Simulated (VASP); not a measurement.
Wanted: the native input for a VASP 6.6.1 run.

- Task: relaxation of cell and atoms
- Functional: PBEsol
- Potentials or basis: VASP PAW PBE potentials, release 64 (Cs_sv)
- Cutoff: 600 eV
- k mesh: 8 × 8 × 8
- Occupations: fermi-dirac, width 0.08 eV
- Spin: no spin polarisation
- Dipole correction: no
- Further INCAR settings: ALGO = Normal; EDIFF = 1e-06; IBRION = 2; EDIFFG = -0.005; NSW = 60; ISIF = 3

The structure of Cs lies in POSCAR:

```
Cs
1.0
    4.9225923281      0.0000000000      0.0000000000
    0.0000000000      4.9225923281      0.0000000000
    0.0000000000      0.0000000000      4.9225923281
Cs
1
Direct
    0.0000000000      0.0000000000      0.0000000000
```

This isn't the form of Cs at room conditions, which is bcc.

The input as run:

INCAR

```
PREC = Accurate
ENCUT = 600
EDIFF = 1E-6
ISMEAR = -1
SIGMA = 0.08
LREAL = False
LASPH = True
NELM = 100
ALGO = Normal
ISIF = 3
LWAVE = False
LCHARG = False
GGA = PS
IBRION = 2
NSW = 60
EDIFFG = -0.005
```

KPOINTS

```
Automatic mesh
0
Gamma
  8 8 8
```

Potentials or basis: VASP PAW PBE potentials, release 64 (Cs_sv).

Run with:

```console
$ cat potpaw_PBE.64/Cs_sv/POTCAR > POTCAR
$ mpirun -np 1 vasp_std > vasp.out
```

Results of the run:

The relaxed volume is 118.21 Å³/atom, the relaxed cell is a = 4.908 Å, b = 4.908 Å, c = 4.908 Å, α = 90.00°, β = 90.00°, γ = 90.00° and the space group after relaxing (to 0.1 Å) is Pm-3m (No. 221). The energy gained by relaxing is 0.0 meV/atom and the ionic steps are 4. The pressure after relaxing is 0.0 GPa. The band gap on the k mesh is zero (an odd number of electrons rules out a gap without spin polarisation).

Caveat: the PAW data sets were made with another functional, which shifts forces and pressure a little; spin-orbit coupling is left out, which moves the levels of the heavy elements.

Run time: 31 s on 1 thread of Intel(R) Xeon(R) 6975P-C (Granite Rapids), on a shared host, peak memory 0.26 GiB.
